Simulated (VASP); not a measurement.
# NaH in VASP: further runs

NaH is run at these levels: r2SCAN, HSE06; tasks: single point.

Everything below comes from runs of VASP 6.6.1. Logs are shortened: lines on timing, memory, paths and dates and some standing lists are left out, and cuts for length are marked.

**1. The cell of the first run**

It takes space group I-4m2 (No. 119, tetragonal). Conventional cell: a = 3.673 Å, b = 3.673 Å, c = 5.402 Å, α = 90.00°, β = 90.00°, γ = 90.00°. Within 3.0 Å of Na (site symmetry -4m2) lie 4 H at 2.28 Å. H (site symmetry -4m2) has 4 Na at 2.28 Å within 3.0 Å.

**2. Single point, r2SCAN (uniaxial z strain +4.0%)**

POSCAR

```
NaH
1.0
    0.0000000000      2.5969210561      2.7007978983
    2.5969210561      0.0000000000      2.7007978983
    2.5969210561      2.5969210561      0.0000000000
Na H
1 1
Direct
    0.0000000000      0.0000000000      0.0000000000
    0.2500000000      0.2500000000      0.2500000000
```

INCAR.step1

```
SYSTEM = NaH
PREC     = Accurate       ! precision mode
ENCUT    = 520            ! plane-wave cutoff, eV
ISMEAR   = 0              ! smearing method
SIGMA    = 0.01           ! smearing width, eV
LREAL    = .False.        ! projectors in reciprocal space
LASPH    = .True.         ! aspherical terms in the spheres
NELM     = 80             ! most SCF steps
NBANDS   = 11             ! bands
GGA      = PE             ! functional
ALGO     = Normal         ! electronic algorithm
EDIFF    = 1E-4           ! SCF threshold, eV
LWAVE    = .True.         ! write WAVECAR
LCHARG   = .False.        ! write CHGCAR
```

INCAR.step2

```
SYSTEM = NaH
PREC     = Accurate       ! precision mode
ENCUT    = 520            ! plane-wave cutoff, eV
EDIFF    = 1E-7           ! SCF threshold, eV
ISMEAR   = 0              ! smearing method
SIGMA    = 0.01           ! smearing width, eV
LREAL    = .False.        ! projectors in reciprocal space
LASPH    = .True.         ! aspherical terms in the spheres
NELM     = 80             ! most SCF steps
ALGO     = Normal         ! electronic algorithm
ISIF     = 2              ! what is computed and relaxed
LWAVE    = .False.        ! write WAVECAR
LCHARG   = .False.        ! write CHGCAR
METAGGA  = R2SCAN         ! meta-GGA
LMIXTAU  = .True.       
NBANDS   = 11             ! bands
ISTART   = 1
```

KPOINTS

```
Automatic mesh
0
Gamma
  8 8 8
  0 0 0
```

Potentials or basis: VASP PAW PBE potentials, release 64 (Na_pv, H).

Launch:

```
$ cat potpaw_PBE.64/Na_pv/POTCAR potpaw_PBE.64/H/POTCAR > POTCAR
$ cp INCAR.step1 INCAR
$ mpirun -np 1 vasp_std > vasp.out
$ cp INCAR.step2 INCAR
$ mpirun -np 1 vasp_std > vasp.out
```

OUTCAR:

```text
SYSTEM = NaH
   PREC = Accurate
   ENCUT = 520
   EDIFF = 1E-7
   ISMEAR = 0
   LREAL = .False.
   LASPH = .True.
   NELM = 80
   ISIF = 2
   METAGGA = R2SCAN
   ISTART = 1

 ion  position               nearest neighbor table
   1  0.000  0.000  0.000-
   2  0.250  0.250  0.250-

  LATTYP: Found a body centered tetragonal cell.
 ALAT       =     3.6726009779
 C/A-ratio  =     1.4707821048

  Lattice vectors:

 A1 = (  -2.5969210561,   0.0000000000,   2.7007978983)
 A2 = (   2.5969210561,   0.0000000000,   2.7007978983)
 A3 = (   0.0000000000,   2.5969210561,  -2.7007978983)

Analysis of symmetry for initial positions (statically):
=====================================================================
 Subroutine PRICEL returns:
 Original cell was already a primitive cell.

 Routine SETGRP: Setting up the symmetry group for a
 body centered tetragonal supercell.

 Subroutine GETGRP returns: Found  8 space group operations
 (whereof  8 operations were pure point group operations)
 out of a pool of 16 trial point group operations.

The static configuration has the point symmetry D_2d.

Analysis of symmetry for dynamics (positions and initial velocities):
=====================================================================
 Subroutine PRICEL returns:
 Original cell was already a primitive cell.

 Routine SETGRP: Setting up the symmetry group for a
 body centered tetragonal supercell.

 Subroutine GETGRP returns: Found  8 space group operations
 (whereof  8 operations were pure point group operations)
 out of a pool of 16 trial point group operations.

The dynamic configuration has the point symmetry D_2d.

 Subroutine INISYM returns: Found  8 space group operations
 (whereof  8 operations are pure point group operations),
 and found     1 'primitive' translations

----------------------------------------------------------------------------------------

                                     Primitive cell

  volume of cell :      36.4284

  direct lattice vectors                    reciprocal lattice vectors
     0.000000000  2.596921056  2.700797898    -0.192535695  0.192535695  0.185130476
     2.596921056  0.000000000  2.700797898     0.192535695 -0.192535695  0.185130476
     2.596921056  2.596921056  0.000000000     0.192535695  0.192535695 -0.185130476

  length of vectors
     3.746773046  3.746773046  3.672600978     0.329261721  0.329261721  0.329261721

  position of ions in fractional coordinates (direct lattice)
     0.000000000  0.000000000  0.000000000
     0.250000000  0.250000000  0.250000000

  ion indices of the primitive-cell ions
   primitive index   ion index
                 1           1
                 2           2

----------------------------------------------------------------------------------------

 KPOINTS: Automatic mesh

Automatic generation of k-mesh.
 Grid dimensions read from file:
 generate k-points for:    8    8    8

 Generating k-lattice:

  Cartesian coordinates                     Fractional coordinates (reciprocal lattice)
    -0.024066962  0.024066962  0.023141309     0.125000000  0.000000000  0.000000000
     0.024066962 -0.024066962  0.023141309     0.000000000  0.125000000  0.000000000
     0.024066962  0.024066962 -0.023141309     0.000000000  0.000000000  0.125000000

  Length of vectors
     0.041157715  0.041157715  0.041157715

  Shift w.r.t. Gamma in fractional coordinates (k-lattice)
     0.000000000  0.000000000  0.000000000

 Subroutine IBZKPT returns following result:
 ===========================================

 Found     59 irreducible k-points:

 Following reciprocal coordinates:
            Coordinates               Weight
  0.000000  0.000000  0.000000      1.000000
  0.125000  0.000000  0.000000      8.000000
  0.250000  0.000000  0.000000      8.000000
  0.375000  0.000000  0.000000      8.000000
  0.500000  0.000000  0.000000      4.000000
  0.125000  0.125000  0.000000      2.000000
[... 16 lines left out ...]
  0.250000  0.000000  0.125000     16.000000
  0.375000  0.000000  0.125000     16.000000
 [... further k-points ...]
   k-points           NKPTS =     59   k-points in BZ     NKDIM =     59   number of bands    NBANDS=     11
   number of dos      NEDOS =    301   number of ions     NIONS =      2
   total plane-waves  NPLWV =  21952
   dimension x,y,z NGX =    28 NGY =   28 NGZ =   28
   dimension x,y,z NGXF=    56 NGYF=   56 NGZF=   56
   ions per type =               1   1
   NGX,Y,Z   is equivalent  to a cutoff of  12.42, 12.42, 12.67 a.u.
   NGXF,Y,Z  is equivalent  to a cutoff of  24.85, 24.85, 25.35 a.u.
 SYSTEM =  NaH
   PREC   = accura    normal or accurate (medium, high low for compatibility)
   ISTART =      1    job   : 0-new  1-cont  2-samecut
   ICHARG =      0    charge: 1-file 2-atom 10-const
   ISPIN  =      1    spin polarized calculation?
   LNONCOLLINEAR =      F non collinear calculations
   LSORBIT =      F    spin-orbit coupling
   LASPH  =      T    aspherical Exc in radial PAW
   ENCUT  =  520.0 eV  38.22 Ry    6.18 a.u.   6.97  6.97  6.83*2*pi/ulx,y,z
   NELM   =     80;   NELMIN=  2; NELMDL=  0     # of ELM steps
   EDIFF  = 0.1E-06   stopping-criterion for ELM
   LREAL  =      F    real-space projection
   EDIFFG = 0.1E-05   stopping-criterion for IOM
   NSW    =      0    number of steps for IOM
   IBRION =     -1    ionic relax: 0-MD 1-quasi-New 2-CG
   NFREE  =      0    steps in history (QN), initial steepest desc. (CG)
   ISIF   =      2    stress and relaxation
   ISYM   =      2    0-nonsym 1-usesym 2-fastsym
   POTIM  = 0.5000    time-step for ionic-motion
   TEBEG  =    0.0;   TEEND  =   0.0 temperature during run
   PSTRESS=    0.0 pullay stress
   NELECT =       8.0000    total number of electrons
   NUPDOWN=      -1.0000    fix difference up-down
   EMIN   =  10.00;   EMAX   =-10.00  energy-range for DOS
   EFERMI =   0.00;   METHOD = LEGACY
   ISMEAR =     0;   SIGMA  =   0.01  broadening in eV -4-tet -1-fermi 0-gaus
   EFERMI_NEDOS =   21; number of points for ismear=-14 and -15
   IALGO  =     38    algorithm
   IMIX   =      4    mixing-type and parameters
     AMIX     =   0.40;   BMIX     =  1.00
     AMIX_MAG =   1.60;   BMIX_MAG =  1.00
  volume/ion in A,a.u.               =      18.21       122.92
  Fermi-wavevector in a.u.,A,eV,Ry     =   0.987700  1.866482 13.273176  0.975551
  Thomas-Fermi vector in A             =   2.119173
   LORBIT       =      0    0 simple, 1 ext, 2 COOP (PROOUT), +10 PAW based schemes
   METAGGA = R2SCAN    functional components
   LHFCALC =     F    Hartree Fock is set to
   AEXX    =    0.0000 exact exchange contribution
   IVDW    =     0    specifies the selected vdW correction
   LEPSILON=     F    determine dielectric tensor
   LRPA    =     F    only Hartree local field effects (RPA)
 non-spin polarized calculation
 Gauss-broadening in eV      SIGMA  =   0.01
  energy-cutoff  :      520.00
  volume of cell :       36.43
 maximum number of plane-waves:      1008
   NGX = 13   NGY = 13   NGZ = 13

 number of electron       8.0000004 magnetization

 Free energy of the ion-electron system (eV)
  ---------------------------------------------------
  ext. energy  EPLUGINS =         0.00000000
  ---------------------------------------------------
  free energy    TOTEN  =        -7.45500042 eV

  energy without entropy =       -7.45500042  energy(sigma->0) =       -7.45500042

 E-fermi :  -2.2101     XC(G=0):  -7.0826

 val. band max:       -2.2682502381   @ k =  -0.2500   0.2500   0.5000
 cond. band min:       1.7084598503   @ k =   0.5000   0.0000   0.0000
 fundamental gap:      3.9767100884
 Fermi energy:        -2.2100739929

 k-point     1 :       0.0000    0.0000    0.0000
  band No.  band energies     occupation
      1     -25.1651      2.00000
      2     -25.1649      2.00000
      3     -25.1583      2.00000
      4      -5.0052      2.00000
      5       6.3259      0.00000
      6      11.2192      0.00000
      7      11.3057      0.00000
      8      11.3057      0.00000
      9      14.4284      0.00000
     10      14.4377      0.00000
     11      14.4380      0.00000

 k-point     2 :       0.1250    0.0000    0.0000
  band No.  band energies     occupation
      1     -25.1699      2.00000
      2     -25.1658      2.00000
      3     -25.1602      2.00000
      4      -4.7935      2.00000
      5       5.6172      0.00000
      6      10.6719      0.00000
      7      11.0067      0.00000
      8      11.1454      0.00000
      9      14.5783      0.00000
     10      14.8977      0.00000
     11      14.9039      0.00000

 k-point     3 :       0.2500    0.0000    0.0000
  band No.  band energies     occupation
      1     -25.1835      2.00000
      2     -25.1673      2.00000
      3     -25.1630      2.00000
      4      -4.2021      2.00000
      5       4.0362      0.00000
      6       9.7282      0.00000
      7      10.6204      0.00000
      8      10.9193      0.00000
      9      13.4386      0.00000
     10      14.2601      0.00000
     11      15.0246      0.00000

 k-point     4 :       0.3750    0.0000    0.0000
  band No.  band energies     occupation
      1     -25.1975      2.00000
      2     -25.1689      2.00000
      3     -25.1654      2.00000
      4      -3.4164      2.00000
      5       2.4463      0.00000
      6       9.1273      0.00000
      7      10.3903      0.00000
      8      10.8498      0.00000
      9      12.5339      0.00000
     10      13.1773      0.00000
     11      14.1901      0.00000

 k-point     5 :       0.5000    0.0000    0.0000
  band No.  band energies     occupation
      1     -25.2032      2.00000
      2     -25.1695      2.00000
      3     -25.1664      2.00000
      4      -2.9739      2.00000
      5       1.7085      0.00000
      6       8.9344      0.00000
      7      10.3259      0.00000
      8      10.8712      0.00000
      9      12.2151      0.00000
     10      12.7543      0.00000
     11      13.8300      0.00000
[... 211 lines left out ...]
 k-point    21 :       0.5000    0.5000    0.0000
  band No.  band energies     occupation
      1     -25.1965      2.00000
      2     -25.1775      2.00000
      3     -25.1773      2.00000
      4      -2.4943      2.00000
      5       2.9452      0.00000
      6       5.5700      0.00000
      7       8.1320      0.00000
      8       8.1321      0.00000
      9      11.0535      0.00000
     10      19.0434      0.00000
     11      21.6427      0.00000

 k-point    22 :       0.1250    0.0000    0.1250
  band No.  band energies     occupation
      1     -25.1710      2.00000
      2     -25.1674      2.00000
      3     -25.1602      2.00000
      4      -4.7161      2.00000
      5       5.5135      0.00000
      6      10.1748      0.00000
      7      10.2118      0.00000
      8      12.5087      0.00000
      9      12.8762      0.00000
     10      14.5253      0.00000
     11      16.0936      0.00000

 k-point    23 :       0.2500    0.0000    0.1250
  band No.  band energies     occupation
      1     -25.1811      2.00000
      2     -25.1694      2.00000
      3     -25.1629      2.00000
      4      -4.2453      2.00000
      5       4.4528      0.00000
      6       9.1309      0.00000
      7       9.6178      0.00000
      8      11.8101      0.00000
      9      13.1366      0.00000
     10      14.0556      0.00000
     11      15.7649      0.00000

 k-point    24 :       0.3750    0.0000    0.1250
  band No.  band energies     occupation
      1     -25.1939      2.00000
      2     -25.1713      2.00000
      3     -25.1660      2.00000
      4      -3.5110      2.00000
      5       3.0083      0.00000
      6       8.1376      0.00000
      7       9.4069      0.00000
      8      10.8855      0.00000
      9      13.0280      0.00000
     10      14.5951      0.00000
     11      15.4884      0.00000

 [... further k-points ...]

------------------------ aborting loop because EDIFF is reached ----------------------------------------

  FORCE on cell =-STRESS in cart. coord.  units (eV):
  Direction    XX          YY          ZZ          XY          YZ          ZX
  --------------------------------------------------------------------------------------
  -------------------------------------------------------------------------------------
  Total       -0.1685353     -0.1685353     -0.2245996      0.0000000      0.0000000      0.0000000
  in kB       -7.4124530     -7.4124530     -9.8782488      0.0000000      0.0000000      0.0000000
  external PRESSURE =      -8.2343849 kB  Pullay stress =       0.0000000 kB

 VOLUME and BASIS-vectors are now :
 -----------------------------------------------------------------------------
  energy-cutoff  :      520.00
  volume of cell :       36.43
      direct lattice vectors                 reciprocal lattice vectors
     0.000000000  2.596921056  2.700797898    -0.192535695  0.192535695  0.185130476
     2.596921056  0.000000000  2.700797898     0.192535695 -0.192535695  0.185130476
     2.596921056  2.596921056  0.000000000     0.192535695  0.192535695 -0.185130476

 POSITION                                       TOTAL-FORCE (eV/Angst)
 -----------------------------------------------------------------------------------
      0.00000      0.00000      0.00000         0.000000      0.000000      0.000000
      1.29846      1.29846      1.35040        -0.000000     -0.000000     -0.000000
 -----------------------------------------------------------------------------------
    total drift:                                0.000011      0.000011      0.000006

  FREE ENERGIE OF THE ION-ELECTRON SYSTEM (eV)
  ---------------------------------------------------
  free  energy   TOTEN  =        -7.4550004243 eV

  energy  without entropy=       -7.4550004243  energy(sigma->0) =       -7.45500042
```

It took 77 s on 1 thread of Intel Xeon Platinum 8488C (Sapphire Rapids), shared host; peak memory 0.16 GiB.

Results:

```yaml
Free_energy: -7.4550 eV
Pressure: -0.8 GPa
Band_gap_on_the_k_mesh: 3.98 eV (least direct gap 4.68 eV)
```

Levels at points of the mesh, in eV from the valence-band top:
| k point | band 2 | band 3 | band 4 | band 5 | band 6 | band 7 |
| --- | --- | --- | --- | --- | --- | --- |
| (0.00, 0.00, 0.00) | -22.90 | -22.89 | -2.74 | 8.59 | 13.49 | 13.57 |
| (0.50, 0.00, 0.00) | -22.90 | -22.90 | -0.71 | 3.98 | 11.20 | 12.59 |
| (0.50, 0.50, 0.00) | -22.91 | -22.91 | -0.23 | 5.21 | 7.84 | 10.40 |
| (0.50, 0.00, 0.50) | -22.91 | -22.90 | -0.06 | 5.57 | 7.72 | 9.97 |

Caveat: the cell differs from its parent crystal (uniaxial z strain +4.0%); the structure was generated, so it needn't be the stable form of NaH; the PAW data sets were made with another functional, which shifts forces and pressure a little. A k mesh can miss the band edges.

**3. Single point, HSE06**

This run uses another cell than the first one, of 17.51 Å³/atom.

POSCAR

```
NaH
1.0
    0.0000000000      2.5969210561      2.5969210561
    2.5969210561      0.0000000000      2.5969210561
    2.5969210561      2.5969210561      0.0000000000
Na H
1 1
Direct
    0.0000000000      0.0000000000      0.0000000000
    0.2500000000      0.2500000000      0.2500000000
```

INCAR.step1

```
PREC     = Accurate       # precision mode
ENCUT    = 520            # plane-wave cutoff, eV
EDIFF    = 1E-5           # SCF threshold, eV
ISMEAR   = 0              # smearing method
SIGMA    = 0.01           # smearing width, eV
LREAL    = False          # projectors in reciprocal space
LASPH    = True           # aspherical terms in the spheres
NELM     = 60             # most SCF steps
ALGO     = Normal         # electronic algorithm
ISIF     = 2              # what is computed and relaxed
LWAVE    = True           # write WAVECAR
GGA      = PE             # functional
NBANDS   = 11             # bands
```

INCAR.step2

```
PREC     = Accurate       # precision mode
ENCUT    = 520            # plane-wave cutoff, eV
EDIFF    = 1E-6           # SCF threshold, eV
ISMEAR   = 0              # smearing method
SIGMA    = 0.01           # smearing width, eV
LREAL    = False          # projectors in reciprocal space
LASPH    = True           # aspherical terms in the spheres
NELM     = 60             # most SCF steps
ALGO     = Normal         # electronic algorithm
ISIF     = 2              # what is computed and relaxed
LWAVE    = False          # write WAVECAR
LCHARG   = True           # write CHGCAR
GGA      = PE             # functional
LHFCALC  = True           # exact exchange
HFSCREEN = 0.2079         # screening, 1/A
PRECFOCK = Normal       
LELF     = True           # ELF
LVHAR    = True         
ISTART   = 1            
NBANDS   = 11             # bands
```

KPOINTS

```
regular mesh
0
Gamma
  6 6 6
```

Potentials or basis: VASP PAW PBE potentials, release 64 (Na_pv, H).

Launch:

```
$ cat potpaw_PBE.64/Na_pv/POTCAR potpaw_PBE.64/H/POTCAR > POTCAR
$ cp INCAR.step1 INCAR
$ mpirun -np 1 vasp_std > vasp.out
$ cp INCAR.step2 INCAR
$ mpirun -np 1 vasp_std > vasp.out
```

Run time: 7.1 min. Hardware: 1 thread of Intel Xeon Platinum 8488C (Sapphire Rapids), shared host; peak memory 0.26 GiB.

It converged, with:

- Free energy: -5.6540 eV
- Pressure: 0.1 GPa
- Band gap on the k mesh: 4.63 eV (least direct gap 5.37 eV)

Levels at points of the mesh, in eV from the valence-band top:
```csv
k point,band 1,band 2,band 3,band 4,band 5,band 6,band 7,band 8,band 9
"(0.00, 0.00, 0.00)",-24.24,-24.24,-24.24,-3.04,9.55,14.75,14.75,14.75,17.42
"(0.50, 0.00, 0.00)",-24.28,-24.24,-24.24,-0.74,4.63,12.04,13.97,13.97,15.59
"(0.50, 0.50, 0.00)",-24.28,-24.25,-24.25,-0.06,6.12,8.61,11.02,11.02,13.72
```

Caveat: the structure was generated, so it needn't be the stable form of NaH; the PAW data sets were made with another functional, which shifts forces and pressure a little. A k mesh can miss the band edges.
